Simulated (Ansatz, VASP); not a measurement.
One calculation of SiSeF2, two programs

INCAR

```
SYSTEM = SiSeF2
PREC = Accurate
ENCUT = 600
EDIFF = 1E-7
ISMEAR = 0
SIGMA = 0.1
LREAL = .FALSE.
LASPH = .TRUE.
NELM = 100
ALGO = Fast
ISIF = 3
LWAVE = .FALSE.
LCHARG = .FALSE.
GGA = PE
IBRION = 2
NSW = 100
EDIFFG = -0.01
```

File KPOINTS:

```
Automatic mesh
0
G
  18 18 6
  0 0 0
```

File POSCAR:

```
SiSeF2
1.0
    2.7855806885      0.0000000000      0.0000000000
   -1.3927903443      2.4123836406      0.0000000000
    0.0000000000      0.0000000000     10.2468385630
Si Se F
1 1 2
Direct
    0.0000000000      0.0000000000      0.0000000000
    0.0000000000      0.0000000000      0.5000000000
    0.0000000000      0.0000000000      0.8411752614
    0.0000000000      0.0000000000      0.1588247386
```

Input for Ansatz:

```yaml
crystal:
  lattice:
    - [2.7855806885, 0.0, 0.0]
    - [-1.3927903443, 2.4123836406, 0.0]
    - [0.0, 0.0, 10.246838563]
  atoms:
    - { symbol: Si, position: [0.0, 0.0, 0.0] }
    - { symbol: Se, position: [0.0, 0.0, 0.5] }
    - { symbol: F, position: [0.0, 0.0, 0.8411752614] }
    - { symbol: F, position: [0.0, 0.0, 0.1588247386] }
basis:
  ecutwfc: 420
kpoints:
  mp_grid: { grid: [18, 18, 6] }
hamiltonian:
  xc: pbe
scf:
  occupations: { method: gaussian, width: 0.1 }
output:
  forces: true
  stress: true
  eigenvalues: true
  write_density: true
  write_potential: true
  elf: true
  volumetric_format: npy
relax:
  adjacent_minimum: "off"
  f_tol: 0.01
  max_steps: 80
  cell: { stress_tol: 0.05 }
```

Alike in both runs: task relaxation of cell and atoms; functional PBE; k mesh 18 × 18 × 6; occupations gaussian, width 0.1 eV; no spin polarisation.

```csv
,VASP,Ansatz
version,VASP 6.6.1,Ansatz 0.2.0
potentials or method,"VASP PAW PBE potentials, release 64 (Si, Se, F), cutoff 600 eV","scalar-relativistic, plane waves, PAW"
valence electrons in the cell,24,34
```

VASP gave:

| Quantity | Value |
| --- | --- |
| gap on the k mesh at the Fermi level, each at its own relaxed structure (eV) | none |
| relaxed volume (Å³/atom) | 17.11 |
| relaxed length of the cell vector where the two differ most in proportion (Å) | 10.271 |

**Question.** Estimate Ansatz's values.

**Answer.** gap on the k mesh at the Fermi level, each at its own relaxed structure (eV): none; relaxed volume (Å³/atom): 17.59; relaxed length of the cell vector where the two differ most in proportion (Å): 10.522.

A gap of «none» marks a metal or a gap that the smearing closes. VASP's potentials hold 24 valence electrons a cell and Ansatz's 34, so a difference there can come from the potentials and not from the codes.
